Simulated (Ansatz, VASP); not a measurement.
## NiO: VASP beside Ansatz

```xyz
4
Lattice="0.0000 2.0913 2.0913 2.0913 0.0000 2.0913 4.1826 4.1826 0.0000" Properties=species:S:1:pos:R:3 pbc="T T T"
Ni    0.0000    0.0000    0.0000
Ni    2.0913    2.0913    0.0000
O     2.0913    2.0913    2.0913
O     4.1826    4.1826    2.0913
```

Alike in both runs: task single point; functional PBEsol; k mesh 9 × 9 × 9; occupations gaussian, width 0.05 eV; collinear spin.

```csv
,VASP,Ansatz
version,VASP 6.6.1,Ansatz 0.2.0
potentials or method,"VASP PAW PBE potentials, release 64 (Ni, O), cutoff 520 eV","scalar-relativistic, plane waves, PAW"
valence electrons in the cell,32,48
```

```tsv
	VASP	Ansatz	Ansatz less VASP
gap on the k mesh at the Fermi level (eV)	none	none	-
pressure (GPa)	-9.0	-8.6	+0.42
net moment per atom (μB)	0.70	0.73	+0.038
size of the moment on the site where the two differ most (μB)	1.16	1.20	+0.038
```

VASP's potentials were made for PBE, not for PBEsol. Site moments also hang on the region over which each program counts them. A gap of «none» marks a metal or a gap that the smearing closes. VASP's potentials hold 32 valence electrons a cell and Ansatz's 48, so a difference there can come from the potentials and not from the codes.
